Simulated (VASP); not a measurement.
Runs of VASP 6.6.1 on Sb. The structure is that of space group Pm-3m (No. 221), or close to it. The cells are those of the table. 

| task | spin | cell | k mesh | cutoff (eV) | gap on the mesh (eV) | pressure (GPa) |
| --- | --- | --- | --- | --- | --- | --- |
| single point | off | a = 3.118 Å, 1 atom | 12 × 12 × 12 | 520 | none | -3.8 |
| single point | off | a = 3.039 Å, 1 atom | 10 × 10 × 10 | 520 | none | 0.3 |
| single point | off | a = 3.079 Å, 1 atom | 12 × 12 × 12 | 520 | none | -1.9 |
| single point | off | a = 2.998 Å, 1 atom | 12 × 12 × 12 | 520 | none | 3.4 |
| single point | non-collinear, zero start, SOC | a = 3.039 Å, 1 atom | 10 × 10 × 10 | 520 | - | (b) |
| single point | off | a = 3.156 Å, 1 atom | 12 × 12 × 12 | 520 | none | (a) |
| relaxation of cell and atoms | off | relaxed from a = 3.085 Å, 1 atom | 10 × 10 × 10 | 600 | none | 0.0 |
| single point | off | a = 2.912 Å, 1 atom | 12 × 12 × 12 | 520 | none | 12.0 |

Alike in all rows: level LDA; potentials or basis VASP PAW LDA potentials, release 64 (Sb); smearing fermi-dirac 0.1 eV.

Question: Fill in the values left out.

Answer: (a) -5.4; (b) 0.5.

Caveats: spin-orbit coupling is left out, which moves the levels of the heavy elements (some runs).

A k mesh can miss the band edges, and rows without SOC leave out spin-orbit coupling on Sb.

A gap of «none» marks levels without a gap at the run's occupations.
